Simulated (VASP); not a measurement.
Runs of VASP 6.6.1 on Ga. The structure is that of space group I4/mmm (No. 139), or close to it. The cells are those of the table. 

```tsv
cell	gap on the mesh (eV)	pressure (GPa)
a = 2.976 Å, angles 124.1, 124.1, 83.0°, 1 atom	none	1.4
a = 2.994 Å, angles 123.7, 123.7, 83.8°, 1 atom	none	(b)
a = 2.981 Å, angles 124.0, 124.0, 83.2°, 1 atom	none	1.0
a = 2.990 Å, angles 123.8, 123.8, 83.6°, 1 atom	none	0.1
a = 2.972 Å, angles 124.2, 124.2, 82.8°, 1 atom	none	1.9
a = 2.985 Å, angles 123.9, 123.9, 83.4°, 1 atom	none	(a)
a = 2.998 Å, angles 123.5, 123.5, 84.0°, 1 atom	none	-0.6
```

Alike in all rows: task single point; level PBEsol; potentials or basis VASP PAW PBE potentials, release 64 (Ga_d); no spin polarisation; k mesh 17 × 17 × 17; cutoff (eV) 520; smearing fermi-dirac 0.1 eV.

Question: Fill in the values left out.

Answer: (a) 0.6; (b) -0.3.

Caveats: the PAW data sets were made with another functional, which shifts forces and pressure a little.

A k mesh can miss the band edges, and the runs leave out spin-orbit coupling on Ga.

A gap of «none» marks levels without a gap at the run's occupations.
